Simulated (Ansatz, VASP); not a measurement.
**YRe3: VASP beside Ansatz**

The input INCAR:

```
ALGO = Normal ; EDIFF = 1E-6
EDIFFG = -0.04 ; ENCUT = 600
GGA = PE ; IBRION = 2
ISIF = 3 ; ISMEAR = 0
LASPH = T ; LCHARG = F
LREAL = F ; LWAVE = F
NELM = 80 ; NSW = 90
PREC = Accurate ; SIGMA = 0.1
```

File KPOINTS:

```
k-points
0
Gamma
  4 4 4
```

File POSCAR:

```
YRe3
1.0
    4.0857824598      0.0000000000      0.0000000000
    0.0000000000      4.0857824598      0.0000000000
    0.0000000000      0.0000000000      4.0857824598
Y Re
1 3
Direct
    0.0000000000      0.0000000000      0.0000000000
    0.0000000000      0.5000000000      0.5000000000
    0.5000000000      0.0000000000      0.5000000000
    0.5000000000      0.5000000000      0.0000000000
```

Input for Ansatz:

```yaml
crystal:
  lattice:
    - [4.0857824598, 0.0, 0.0]
    - [0.0, 4.0857824598, 0.0]
    - [0.0, 0.0, 4.0857824598]
  atoms:
    - { symbol: "Y", position: [0.0, 0.0, 0.0] }
    - { symbol: Re, position: [0.0, 0.5, 0.5] }
    - { symbol: Re, position: [0.5, 0.0, 0.5] }
    - { symbol: Re, position: [0.5, 0.5, 0.0] }
basis:
  ecutwfc: 420
kpoints:
  mp_grid: { grid: [4, 4, 4] }
hamiltonian:
  xc: pbe
scf:
  occupations: { method: gaussian, width: 0.1 }
  lower_state_search: "off"
output:
  forces: true
  stress: true
  eigenvalues: true
relax:
  adjacent_minimum: "off"
  f_tol: 0.04
  max_steps: 70
  cell: { stress_tol: 0.4 }
```

Alike in both runs: task relaxation of cell and atoms; functional PBE; k mesh 4 × 4 × 4; occupations gaussian, width 0.1 eV; no spin polarisation.

```csv
,VASP,Ansatz
version,VASP 6.6.1,Ansatz 0.2.0
potentials or method,"VASP PAW PBE potentials, release 64 (Y_sv, Re), cutoff 600 eV","scalar-relativistic, plane waves, PAW"
valence electrons in the cell,32,56
```

|  | VASP | Ansatz | Ansatz less VASP |
| --- | --- | --- | --- |
| gap on the k mesh at the Fermi level, each at its own relaxed structure (eV) | none | none | - |
| relaxed volume (Å³/atom) | 17.37 | 17.43 | +0.059 |
| relaxed cell length with the largest relative difference (Å) | 4.111 | 4.116 | +0.0047 |

A gap of «none» marks a metal or a gap that the smearing closes. VASP's potentials hold 32 valence electrons a cell and Ansatz's 56, so a difference there can come from the potentials and not from the codes.

The k mesh is coarse, so the values compare programs but aren't converged. Neither program's run includes spin-orbit coupling.
